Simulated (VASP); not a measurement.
# Cu5Si3 in VASP: a series of runs, part 2 of 2

VASP 6.6.1. The steps go on from the part before.

**3. Single point, PBE**

The input, INCAR:

```
PREC     = Accurate       # precision mode
ENCUT    = 400            # plane-wave cutoff, eV
EDIFF    = 1E-6           # SCF threshold, eV
ISMEAR   = -1             # smearing method
SIGMA    = 0.1853         # smearing width, eV
LREAL    = Auto         
LASPH    = T              # aspherical terms in the spheres
NELM     = 120            # most SCF steps
ALGO     = Normal         # electronic algorithm
ISIF     = 2              # what is computed and relaxed
LWAVE    = F              # write WAVECAR
LCHARG   = F              # write CHGCAR
GGA      = PE             # functional
NBANDS   = 118            # bands
ISYM     = -1           
GGA_COMPAT= F
```

The input, KPOINTS:

```
explicit points
1
Reciprocal
  0.25000000   0.25000000   0.25000000 1
```

The input, POSCAR:

```
Cu5Si3
1.0
    6.7017400000      0.1472560000     -0.1241750000
    0.1472560000      6.7720700000      0.0166020000
   -0.1241750000      0.0166020000      6.8991740000
Cu Si
15 9
Direct
    0.3161561560      0.5725774136      0.9957706184
    0.8648044384      0.4128686712      0.6550906885
    0.5542544718      0.9605812702      0.1751054516
    0.7484334546      1.0502930753      0.4721995356
    0.0862429120      0.8717288255      0.1500774979
    0.6135329641      0.2124266805      0.8846668816
    0.5425610747      0.3531840598      0.2063275922
    0.9786808051      0.6911837279      0.7726051926
    0.1799978607      0.4905206552      0.2696675878
    0.9418335394      0.0041160192      0.8979876208
    0.8921997032      0.3026730312      0.0552515302
    0.2830500005     -0.1219444426      0.8153530054
    0.2763890023      0.1847168464      0.0484066550
    0.6243745214      0.8317630020      0.8527787206
    0.4314129721      0.6731889844      0.3463393476
    0.7266487983      0.6941893030      0.5133147365
    0.5258945914      0.4071777347      0.5408832994
    0.2426058874      0.5640788532      0.6162719985
    0.3877433194      0.1174792098      0.4083868064
    0.1952969102      0.2048857727      0.6983835283
    0.8133344807      0.7066195213      0.1646642789
    0.9692636633      0.2703499054      0.3837866629
    0.1244307017      0.8898312638      0.4779078197
    0.6638808633      0.5162329644      0.9443312934
```

Potentials or basis: VASP PAW PBE potentials, release 64 (Cu, Si).

Command:

```sh
$ cat potpaw_PBE.64/Cu/POTCAR potpaw_PBE.64/Si/POTCAR > POTCAR
$ mpirun -np 1 vasp_std > vasp.out
```

OUTCAR:

```text
PREC = Accurate
   ENCUT = 400
   EDIFF = 1E-6
   ISMEAR = -1
   LREAL = Auto
   LASPH = T
   NELM = 120
   ISIF = 2
   GGA = PE
   ISYM = -1

 ion  position               nearest neighbor table
   1  0.316  0.573  0.996-   9 2.21  24 2.39  12 2.41   7 2.50  15 2.61  18 2.65  13 2.68   5 2.74
                             8 2.78
   2  0.865  0.413  0.655-   8 2.21  22 2.23  16 2.28  17 2.38  24 2.53  20 2.58   6 2.75  18 2.79

   3  0.554  0.961  0.175-  19 2.24  21 2.39  14 2.45  15 2.46   4 2.48  13 2.48   7 2.67   6 2.68

   4  0.748  0.050  0.472-  22 2.24  16 2.44  19 2.46   3 2.48  23 2.70  17 2.84
   5  0.086  0.872  0.150-  10 2.13  21 2.19  23 2.27  13 2.63  12 2.70   1 2.74   9 2.75
   6  0.614  0.212  0.885-  24 2.14  11 2.28   7 2.47  10 2.56  13 2.58  14 2.59   3 2.68  17 2.74
                             2 2.75
   7  0.543  0.353  0.206-  24 2.31  17 2.34  13 2.39  19 2.41  15 2.47   6 2.47   1 2.50  11 2.61
                             9 2.62   3 2.67
   8  0.979  0.691  0.773-   2 2.21  18 2.25  10 2.30  16 2.42  12 2.46  14 2.60  23 2.67  24 2.77
                             1 2.78  21 2.96
   9  0.180  0.491  0.270-  15 2.19   1 2.21  22 2.26  18 2.47   7 2.62  13 2.65   5 2.75  11 2.75
                            21 2.87  17 2.96  19 2.97
  10  0.942  0.004  0.898-   5 2.13   8 2.30  11 2.32  14 2.48  12 2.49   6 2.56  20 2.64  13 2.77
                            21 2.90
  11  0.892  0.303  0.055-  24 2.18   6 2.28  22 2.31  10 2.32   7 2.61  13 2.67   9 2.75  21 2.87
[... 11 lines left out ...]
  17  0.526  0.407  0.541-  18 2.22  15 2.29   7 2.34  19 2.38   2 2.38  16 2.42   6 2.74   4 2.84
                            20 2.90   9 2.96  24 3.01
  18  0.243  0.564  0.616-  17 2.22   8 2.25  15 2.42   9 2.47  23 2.49  20 2.53  12 2.56   1 2.65
                             2 2.79
  19  0.388  0.117  0.408-   3 2.24  17 2.38   7 2.41  23 2.45   4 2.46  20 2.48  13 2.60  22 2.95
                             9 2.97
  20  0.195  0.205  0.698-  12 2.39  13 2.46  19 2.48  18 2.53   2 2.58  22 2.63  10 2.64  23 2.68
                            17 2.90
  21  0.813  0.707  0.165-   5 2.19  24 2.24   3 2.39  16 2.50  14 2.58   9 2.87  11 2.87  10 2.90
                            15 2.91   8 2.96
  22  0.969  0.270  0.384-   2 2.23   4 2.24   9 2.26  11 2.31  20 2.63  23 2.80  19 2.95
  23  0.124  0.890  0.478-   5 2.27  19 2.45  18 2.49  12 2.52  15 2.66   8 2.67  20 2.68   4 2.70
                            22 2.80  16 3.05
  24  0.664  0.516  0.944-   6 2.14  11 2.18  14 2.23  21 2.24   7 2.31   1 2.39   2 2.53   8 2.77
                            17 3.01

IMPORTANT INFORMATION: All symmetrisations will be switched off!
NOSYMM: (Re-)initialisation of all symmetry stuff for point group C_1.

----------------------------------------------------------------------------------------

                                     Primitive cell

  volume of cell :     312.8601

  direct lattice vectors                    reciprocal lattice vectors
     6.701740000  0.147256000 -0.124175000     0.149336424 -0.003253870  0.002695666
     0.147256000  6.772070000  0.016602000    -0.003253870  0.147737106 -0.000414076
    -0.124175000  0.016602000  6.899174000     0.002695666 -0.000414076  0.144994402

  length of vectors
     6.704507647  6.773691168  6.900311365     0.149396191  0.147773515  0.145020049

  position of ions in fractional coordinates (direct lattice)
     0.316156156  0.572577414  0.995770618
     0.864804438  0.412868671  0.655090689
     0.554254472  0.960581270  0.175105452
     0.748433455  0.050293075  0.472199536
     0.086242912  0.871728825  0.150077498
     0.613532964  0.212426681  0.884666882
[... 16 lines left out ...]
     0.124430702  0.889831264  0.477907820
     0.663880863  0.516232964  0.944331293

[... 40 lines left out ...]
   total plane-waves  NPLWV = 110592
   dimension x,y,z NGX =    48 NGY =   48 NGZ =   48
   dimension x,y,z NGXF=    96 NGYF=   96 NGZF=   96
   ions per type =              15   9
   NGX,Y,Z   is equivalent  to a cutoff of  11.90, 11.78, 11.56 a.u.
   NGXF,Y,Z  is equivalent  to a cutoff of  23.80, 23.56, 23.13 a.u.
 SYSTEM =  unknown system
   PREC   = accura    normal or accurate (medium, high low for compatibility)
   ISTART =      0    job   : 0-new  1-cont  2-samecut
   ICHARG =      2    charge: 1-file 2-atom 10-const
   ISPIN  =      1    spin polarized calculation?
   LNONCOLLINEAR =      F non collinear calculations
   LSORBIT =      F    spin-orbit coupling
   LASPH  =      T    aspherical Exc in radial PAW
   ENCUT  =  400.0 eV  29.40 Ry    5.42 a.u.  10.93 11.05 11.25*2*pi/ulx,y,z
   NELM   =    120;   NELMIN=  2; NELMDL= -5     # of ELM steps
   EDIFF  = 0.1E-05   stopping-criterion for ELM
   LREAL  =      T    real-space projection
   EDIFFG = 0.1E-04   stopping-criterion for IOM
   NSW    =      0    number of steps for IOM
   IBRION =     -1    ionic relax: 0-MD 1-quasi-New 2-CG
   NFREE  =      0    steps in history (QN), initial steepest desc. (CG)
   ISIF   =      2    stress and relaxation
   ISYM   =     -1    0-nonsym 1-usesym 2-fastsym
   POTIM  = 0.5000    time-step for ionic-motion
   TEBEG  =    0.0;   TEEND  =   0.0 temperature during run
   PSTRESS=    0.0 pullay stress
   NELECT =     201.0000    total number of electrons
   NUPDOWN=      -1.0000    fix difference up-down
   EMIN   =  10.00;   EMAX   =-10.00  energy-range for DOS
   EFERMI =   0.00;   METHOD = LEGACY
   ISMEAR =    -1;   SIGMA  =   0.19  broadening in eV -4-tet -1-fermi 0-gaus
   EFERMI_NEDOS =   21; number of points for ismear=-14 and -15
   IALGO  =     38    algorithm
   IMIX   =      4    mixing-type and parameters
     AMIX     =   0.40;   BMIX     =  1.00
     AMIX_MAG =   1.60;   BMIX_MAG =  1.00
  volume/ion in A,a.u.               =      13.04        87.97
  Fermi-wavevector in a.u.,A,eV,Ry     =   1.412614  2.669453 27.150123  1.995478
  Thomas-Fermi vector in A             =   2.534344
   LORBIT       =      0    0 simple, 1 ext, 2 COOP (PROOUT), +10 PAW based schemes
   GGA     = PE    functional components
   LHFCALC =     F    Hartree Fock is set to
   AEXX    =    0.0000 exact exchange contribution
   IVDW    =     0    specifies the selected vdW correction
   LEPSILON=     F    determine dielectric tensor
   LRPA    =     F    only Hartree local field effects (RPA)
 non-spin polarized calculation
  energy-cutoff  :      400.00
  volume of cell :      312.86
 maximum number of plane-waves:      5672
 NGX is ok and might be reduce to    48
   NGX = 21   NGY = 23   NGZ = 23

 number of electron     201.0000035 magnetization

 Free energy of the ion-electron system (eV)
  ---------------------------------------------------
  ext. energy  EPLUGINS =         0.00000000
  ---------------------------------------------------
  free energy    TOTEN  =       -96.57627889 eV

  energy without entropy =      -95.64461135  energy(sigma->0) =      -96.11044512

 E-fermi :   8.5438     XC(G=0): -11.8723

 val. band max:        8.5418817113   @ k =   0.2500   0.2500   0.2500
 cond. band min:       8.7947201017   @ k =   0.2500   0.2500   0.2500
 fundamental gap:      0.2528383904
 Fermi energy:         8.5437546093

 k-point     1 :       0.2500    0.2500    0.2500
  band No.  band energies     occupation
      1      -3.8387      2.00000
      2      -2.8316      2.00000
      3      -2.0628      2.00000
      4      -1.5022      2.00000
      5      -0.6421      2.00000
      6      -0.3122      2.00000
[... 104 lines left out ...]
    111      11.1968      0.00000
    112      11.5510      0.00000
 [bands above 112 left out]

------------------------ aborting loop because EDIFF is reached ----------------------------------------

  FORCE on cell =-STRESS in cart. coord.  units (eV):
  Direction    XX          YY          ZZ          XY          YZ          ZX
  --------------------------------------------------------------------------------------
  -------------------------------------------------------------------------------------
  Total       29.8532636     32.6608645     19.0329362      1.0270910     -6.4612264     -2.4786209
  in kB      152.8805269    167.2584361     97.4689183      5.2598005    -33.0883657    -12.6931808
  external PRESSURE =     139.2026271 kB  Pullay stress =       0.0000000 kB

 VOLUME and BASIS-vectors are now :
 -----------------------------------------------------------------------------
  energy-cutoff  :      400.00
  volume of cell :      312.86
      direct lattice vectors                 reciprocal lattice vectors
     6.701740000  0.147256000 -0.124175000     0.149336424 -0.003253870  0.002695666
     0.147256000  6.772070000  0.016602000    -0.003253870  0.147737106 -0.000414076
    -0.124175000  0.016602000  6.899174000     0.002695666 -0.000414076  0.144994402

 POSITION                                       TOTAL-FORCE (eV/Angst)
 -----------------------------------------------------------------------------------
      2.07946      3.94062      6.84024         0.532834      0.492358     -1.528230
      5.77515      2.93420      4.41905        -0.427316     -2.341133      0.968176
      3.83418      6.58965      1.15521         0.243673      0.142163     -0.917030
      4.96458      0.45864      3.16569        -0.162712     -0.394384      1.062321
      0.68771      5.91860      1.03917         2.263201     -0.724942      1.043860
      4.03317      1.54360      6.03081        -1.319704     -2.227541     -1.443146
[... 16 lines left out ...]
      0.90559      6.05226      3.29649        -0.527229      0.125485      0.986807
      4.40791      3.60940      6.44124        -0.633652      1.375741     -1.800578
 -----------------------------------------------------------------------------------
    total drift:                               -0.002171     -0.000867     -0.000324

  FREE ENERGIE OF THE ION-ELECTRON SYSTEM (eV)
  ---------------------------------------------------
  free  energy   TOTEN  =       -96.5762788868 eV

  energy  without entropy=      -95.6446113450  energy(sigma->0) =      -96.11044512
```

It took 74 s on 1 thread of Intel Xeon 6975P-C (Granite Rapids), shared host; peak memory 0.31 GiB.

Results:

```
Free energy            : -96.5763 eV
Pressure               : 13.9 GPa
Largest force          : 2.973 eV/Å
Band gap on the k mesh : zero (an odd number of electrons rules out a gap without spin polarisation)
```

Forces in eV/Å, atoms in the order of the input:
```
Cu   0.533  0.492 -1.528
Cu  -0.427 -2.341  0.968
Cu   0.244  0.142 -0.917
Cu  -0.163 -0.394  1.062
Cu   2.263 -0.725  1.044
Cu  -1.320 -2.228 -1.443
Cu   0.344 -0.397  0.252
Cu   0.006  0.650  0.791
Cu  -2.268 -1.170  0.340
Cu  -1.076  1.916 -2.003
Cu   2.238  0.432  1.018
Cu  -0.356  0.762 -0.181
Cu  -0.931 -0.373 -0.302
Cu   0.751  0.654 -0.567
Cu   0.397  1.860 -0.470
Si   1.038  0.717 -0.025
Si   1.695 -1.211  0.520
Si  -1.409  0.510  0.364
Si  -0.782 -0.041  0.526
Si  -0.169 -0.248 -0.137
Si  -0.144 -0.215  1.438
Si   0.696 -0.293  0.064
Si  -0.527  0.125  0.987
Si  -0.634  1.376 -1.801
```

Caveat: the atoms stand as in a frame of molecular dynamics.
